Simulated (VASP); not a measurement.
Set up this calculation in VASP 6.6.1, as the native input.

* Task: single point
* Functional: PBE
* Dispersion: D3(BJ)
* Potentials or basis: VASP PAW PBE potentials, release 64 (N_h)
* Cutoff: 1000 eV
* k mesh: 1 × 1 × 1
* Occupations: fermi-dirac, width 0.02 eV
* Spin: no spin polarisation
* Dipole correction: no
* Further INCAR settings: LREAL = Auto; ALGO = Normal; EDIFF = 1e-06; NBANDS = 78

The structure of N lies in POSCAR:

```
N
1.0
    9.6720280000      0.0000000000      0.0000000000
    0.0000000000      9.6720280000      0.0000000000
    0.0000000000      0.0000000000      9.6720280000
N
24
Direct
    0.0538873543      0.9303219552      0.1560169181
    0.1512195788      0.9015275804      0.1034839850
    0.7887487505      0.3501747514      1.0066658202
    0.7641003521      0.4385739992      0.9393686619
   -0.0546007518      0.9506382736      0.7173986676
    0.0165942448      0.8846438410      0.7820076617
    0.6059949372      0.2452846497      0.5855235324
    0.6447251807      0.1902289778      0.4946118849
    0.3840559601      0.0911184294      0.8690318101
    0.4838075324      0.1429999996      0.8816351648
    0.3821225497      0.5057264102      0.7193217389
    0.2697469445      0.5260634068      0.7211620975
    0.6083832677      0.8969783793      0.1557997971
    0.5000916044      0.9312834909      0.1510024578
    0.4492025871      0.4264875991      0.2831877658
    0.4297547526      0.3270255214      0.2334670661
    0.7010112047      0.8452725737      0.5339211177
    0.7004942500      0.7316045818      0.5188260414
    0.3682061301      0.8599023907      0.5931951396
    0.3113204387      0.8888725301      0.5004638117
    0.9681320195      0.5281519036      0.6099548099
    0.9018687704      0.4607927107      0.6750910978
    0.1678138235      0.2674516658      0.9845504996
    0.1119413633      0.2289075259      0.8923671437
```

The input as run:

INCAR

```
ALGO = Normal ; EDIFF = 1E-6
ENCUT = 1000 ; GGA = PE
GGA_COMPAT = F ; ISIF = 2
ISMEAR = -1 ; IVDW = 12
LASPH = T ; LCHARG = F
LREAL = Auto ; LWAVE = F
NBANDS = 78 ; NELM = 120
PREC = Accurate ; SIGMA = 0.02
```

KPOINTS

```
k-points
0
Gamma
  1 1 1
```

Potentials or basis: VASP PAW PBE potentials, release 64 (N_h).

Command:

```sh
$ cat potpaw_PBE.64/N_h/POTCAR > POTCAR
$ mpirun -np 1 vasp_gam > vasp.out
```

It gave:

```
Pressure                   : 0.0 GPa
Largest force              : 3.305 eV/Å
Dispersion energy per atom : -0.031 eV
```

Caveat: the k points lie up to 0.65 Å⁻¹ apart.

Wall time 4 min on 1 thread of Intel(R) Xeon(R) 6975P-C (Granite Rapids) (shared host), peak memory 1.5 GiB.
